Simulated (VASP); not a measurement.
Input of a VASP 6.6.1 run:

Contents of INCAR:

```
SYSTEM = NbC
PREC = Accurate
ENCUT = 600
EDIFF = 1E-6
ISMEAR = 0
SIGMA = 0.05
LREAL = .FALSE.
LASPH = .TRUE.
NELM = 120
ALGO = Normal
ISIF = 2
LWAVE = .FALSE.
LCHARG = .TRUE.
GGA = PS
IVDW = 12
LELF = .TRUE.
LVHAR = .TRUE.
NBANDS = 16
GGA_COMPAT = .FALSE.
```

File KPOINTS:

```
Automatic mesh
0
G
  10 10 10
  0 0 0
```

File POSCAR:

```
NbC
1.0
    0.0000000000      2.1939051189      2.1939051189
    2.1939051189      0.0000000000      2.1939051189
    2.1939051189      2.1939051189      0.0000000000
Nb C
1 1
Direct
    0.0000000000      0.0000000000      0.0000000000
    0.5000000000      0.5000000000      0.5000000000
```

Potentials or basis: VASP PAW PBE potentials, release 64 (Nb_sv, C).

Command:

```sh
$ cat potpaw_PBE.64/Nb_sv/POTCAR potpaw_PBE.64/C/POTCAR > POTCAR
$ mpirun -np 1 vasp_std > vasp.out
```

Predict the dispersion energy per atom.

-0.488 eV.

Predict the pressure.

6.5 GPa.

Caveat: the PAW data sets were made with another functional, which shifts forces and pressure a little; pairwise dispersion overbinds metals, which lowers pressure and volume.
